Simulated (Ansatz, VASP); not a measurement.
**GaN: VASP beside Ansatz**

INCAR

```
PREC = Accurate
ENCUT = 600
EDIFF = 1E-6
ISMEAR = 0
SIGMA = 0.01
LREAL = F
LASPH = T
NELM = 120
ALGO = Normal
ISIF = 2
LWAVE = F
LCHARG = F
GGA = PE
NBANDS = 16
GGA_COMPAT = F
```

The input KPOINTS:

```
Automatic mesh
0
Gamma
  8 8 8
```

The input POSCAR:

```
GaN
1.0
    0.0000000000      2.2535000000      2.2535000000
    2.2535000000      0.0000000000      2.2535000000
    2.2535000000      2.2535000000      0.0000000000
Ga N
1 1
Direct
    0.0000000000      0.0000000000      0.0000000000
    0.2500000000      0.2500000000      0.2500000000
```

Input for Ansatz:

```yaml
crystal:
  lattice:
    bravais: fcc
    a: 4.507
  space_group: 216
  atoms:
    - { symbol: Ga, position: [0.0, 0.0, 0.0] }
    - { symbol: "N", position: [0.25, 0.25, 0.25] }
  reduce_to_primitive: true
kpoints:
  mp_grid:
    grid: [8, 8, 8]
hamiltonian:
  xc: pbe
scf:
  convergence:
    dr2_threshold: 1.0e-10
  occupations:
    method: fixed
output:
  stress: true
  eigenvalues: true
```

Alike in both runs: task single point; functional PBE; k mesh 8 × 8 × 8; no spin polarisation.

|  | VASP | Ansatz |
| --- | --- | --- |
| version | VASP 6.6.1 | Ansatz 0.2.0 |
| potentials or method | VASP PAW PBE potentials, release 64 (Ga_d, N) | plane waves, PAW |
| plane-wave cutoff (eV) | 600 | 420 |
| occupations | gaussian, width 0.01 eV | fixed |
| valence electrons in the cell | 18 | 18 |

Ansatz gave:

```
gap on the k mesh at the Fermi level (eV) : 1.72
pressure (GPa)                            : 5.0
```

Question: Estimate VASP's values.

Answer: gap on the k mesh at the Fermi level (eV): 1.72; pressure (GPa): 4.9.
